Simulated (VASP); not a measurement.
Be2Os, 6 atoms in the cell. The structure is orthorhombic, space group Pnnm (No. 58). Conventional cell: a = 4.422 Å, b = 4.557 Å, c = 2.977 Å, α = 90.00°, β = 90.00°, γ = 90.00°. Within 2.6 Å of Be (site symmetry m) lie 3 Os at 1.92 to 1.96 Å and 1 Be at 2.55 Å. Os (site symmetry 2/m) has 6 Be at 1.92 to 1.96 Å within 2.5 Å. 

* Program: VASP 6.6.1
* Task: relaxation of cell and atoms
* Functional: PBE
* Potentials or basis: VASP PAW PBE potentials, release 64 (Be, Os)
* Cutoff: 600 eV
* k mesh: 4 × 4 × 6
* Occupations: gaussian, width 0.1 eV
* Spin: no spin polarisation
* Dipole correction: no
* Further INCAR settings: ALGO = Normal; EDIFF = 1e-06; IBRION = 2; EDIFFG = -0.04; NSW = 90; ISIF = 3

Potentials or basis: VASP PAW PBE potentials, release 64 (Be, Os).

Run with:

```bash
$ cat potpaw_PBE.64/Be/POTCAR potpaw_PBE.64/Os/POTCAR > POTCAR
$ mpirun -np 1 vasp_std > vasp.out
```

Hardware: 1 thread of Oxide Virtual Turin-like Processor, on a shared host.

Problem. How long does it take, and how much memory?

Solution. Wall time 22 min on 1 thread of Oxide Virtual Turin-like Processor, on a shared host, peak memory 0.17 GiB. Counts: scf iterations 389, k points 36, ion steps 54.
